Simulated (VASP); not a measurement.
A run of VASP 6.6.1:

INCAR

```
SYSTEM = PbS
ALGO = Normal
EDIFF = 1E-6
ENCUT = 520
GGA = PE
ISIF = 2
ISMEAR = -1
LASPH = .True.
LCHARG = .False.
LREAL = .False.
LWAVE = .False.
NBANDS = 17
NELM = 60
PREC = Accurate
SIGMA = 0.02
```

KPOINTS

```
k-points
0
Gamma
  8 8 8
  0 0 0
```

File POSCAR:

```
PbS
1.0
    0.0000000000      2.9657500000      2.9657500000
    2.9657500000      0.0000000000      2.9657500000
    2.9657500000      2.9657500000      0.0000000000
Pb S
1 1
Direct
    0.0000000000      0.0000000000      0.0000000000
    0.5000000000      0.5000000000      0.5000000000
```

Potentials or basis: VASP PAW PBE potentials, release 64 (Pb_d, S).

Launch:

```sh
$ cat potpaw_PBE.64/Pb_d/POTCAR potpaw_PBE.64/S/POTCAR > POTCAR
$ mpirun -np 1 vasp_std > vasp.out
```

Hardware: 1 thread of Intel(R) Xeon(R) Platinum 8488C (Sapphire Rapids) (shared host).

**Question.** How long does it take, and how much memory?

**Answer.** Run time: 14 s on 1 thread of Intel(R) Xeon(R) Platinum 8488C (Sapphire Rapids), with other jobs on the host, peak memory 0.18 GiB. Counts: scf iterations 12, k points 29.
